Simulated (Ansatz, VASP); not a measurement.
**Two plane-wave programs on KBr**

```
K Br
1.0
     3.83001    0.00000    0.00000
     0.00000    3.83001    0.00000
     0.00000    0.00000    7.66002
K Br
2 2
Cartesian
  0.0000 0.0000 0.0000
  0.0000 0.0000 3.8300
  1.5808 1.9150 1.9150
  2.2492 1.9150 5.7450
```

Change from the starting cell: mode 4 frozen in at -0.334 Å, equal normal strain along x, y and z +0.0000.

Alike in both runs: task single point; functional LDA; k mesh 6 × 6 × 4; occupations gaussian, width 0.05 eV; no spin polarisation.

|  | VASP | Ansatz |
| --- | --- | --- |
| version | VASP 6.6.1 | Ansatz 0.2.0 |
| potentials or method | VASP PAW LDA potentials, release 64 (K_sv, Br), cutoff 520 eV | scalar-relativistic, plane waves, PAW |
| valence electrons in the cell | 32 | 32 |

VASP gave:

```
gap on the k mesh at the Fermi level (eV)                     : 4.05
least direct gap on the mesh (eV)                             : 4.28
pressure (GPa)                                                : 1.0
traceless stress, the component that is largest in VASP (GPa) : 0.29
rms of the force components (eV/Å)                            : 0.146
```

Estimate Ansatz's values.

gap on the k mesh at the Fermi level (eV): 4.04; least direct gap on the mesh (eV): 4.27; pressure (GPa): 0.9; traceless stress, the component that is largest in VASP (GPa): 0.28; rms of the force components (eV/Å): 0.141.

LDA's correlation is that of Perdew and Zunger in VASP and of Perdew and Wang (1992) in Ansatz. Atom by atom the forces differ by 0.005 eV/Å (rms over components).
